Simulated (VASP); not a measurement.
A run of VASP 6.6.1 is set up as follows.

POSCAR

```
Ti2O
1.0
    2.9514347701      0.0000000000      0.0000000000
   -1.4757173851      2.5560174885      0.0000000000
    0.0000000000      0.0000000000      4.8140044545
Ti O
2 1
Direct
    0.6666666667      0.3333333333      0.2688898702
    0.3333333333      0.6666666667      0.7311101298
    0.0000000000      0.0000000000      0.0000000000
```

The input INCAR.step1:

```
SYSTEM = Ti2O
ALGO = Normal
EDIFF = 1E-4
ENCUT = 520
GGA = PE
ISMEAR = 0
LASPH = .True.
LCHARG = .False.
LREAL = .False.
LWAVE = .True.
NBANDS = 22
NELM = 60
PREC = Accurate
SIGMA = 0.1
```

The input INCAR.step2:

```
SYSTEM = Ti2O
ALGO = Normal
EDIFF = 1E-7
ENCUT = 520
ISIF = 2
ISMEAR = 0
ISTART = 1
LASPH = .True.
LCHARG = .True.
LELF = .True.
LMIXTAU = .True.
LREAL = .False.
LVHAR = .True.
LWAVE = .False.
METAGGA = R2SCAN
NBANDS = 22
NELM = 60
PREC = Accurate
SIGMA = 0.1
```

Contents of KPOINTS:

```
k-points
0
Gamma
  18 18 10
  0 0 0
```

Potentials or basis: VASP PAW PBE potentials, release 64 (Ti_sv, O).

Launch:

```sh
$ cat potpaw_PBE.64/Ti_sv/POTCAR potpaw_PBE.64/O/POTCAR > POTCAR
$ cp INCAR.step1 INCAR
$ mpirun -np 1 vasp_std > vasp.out
$ cp INCAR.step2 INCAR
$ mpirun -np 1 vasp_std > vasp.out
```

(1) Estimate the largest force.

(2) What does it give for the band gap on the k mesh?

(3) Predict the pressure.

Answers

(1) 0.064 eV/Å.

(2) zero (band 15 reaches 10.53 eV, above the bottom of band 16 at 9.55 eV).

(3) 1.0 GPa.

Caveat: the PAW data sets were made with another functional, which shifts forces and pressure a little.
